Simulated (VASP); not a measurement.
A run of VASP 6.6.1 is set up as follows.

The input INCAR:

```
PREC = Accurate
ENCUT = 520
EDIFF = 1E-6
ISMEAR = 0
SIGMA = 0.02
LREAL = F
LASPH = T
NELM = 60
ALGO = Normal
ISIF = 2
LWAVE = F
LCHARG = F
GGA = PE
NBANDS = 36
```

The input KPOINTS:

```
regular mesh
0
Gamma
  12 12 2
```

The input POSCAR:

```
C
1.0
    2.5158838889      0.0000000000      0.0000000000
   -1.2579419445      2.1788193608      0.0000000000
    0.0000000000      0.0000000000     12.4852973566
C
12
Direct
    0.0000000000      0.0000000000      0.6046713171
    0.0000000000      0.0000000000      0.2697902782
    0.6666666667      0.3333333333      0.4372865071
    0.6666666667      0.3333333333      0.7718734735
    0.6666666667      0.3333333333      0.1044579664
    0.3333333333      0.6666666667      0.9371642053
    0.0000000000      0.0000000000      0.3953286829
    0.0000000000      0.0000000000      0.7302097218
    0.6666666667      0.3333333333      0.2281265265
    0.6666666667      0.3333333333      0.5627134929
    0.6666666667      0.3333333333      0.8955420336
    0.3333333333      0.6666666667      0.0628357947
```

Potentials or basis: VASP PAW PBE potentials, release 64 (C).

Launch:

```bash
$ cat potpaw_PBE.64/C/POTCAR > POTCAR
$ mpirun -np 1 vasp_std > vasp.out
```

What does it give for the pressure?

0.6 GPa.

Predict the largest force.

0.005 eV/Å.

Estimate the band gap on the k mesh.

4.24 eV (least direct gap 5.17 eV).

Stress tensor (GPa, compression positive):
```
0.67 0.00 0.00
0.00 0.67 0.00
0.00 0.00 0.58
```

A k mesh can miss the band edges.
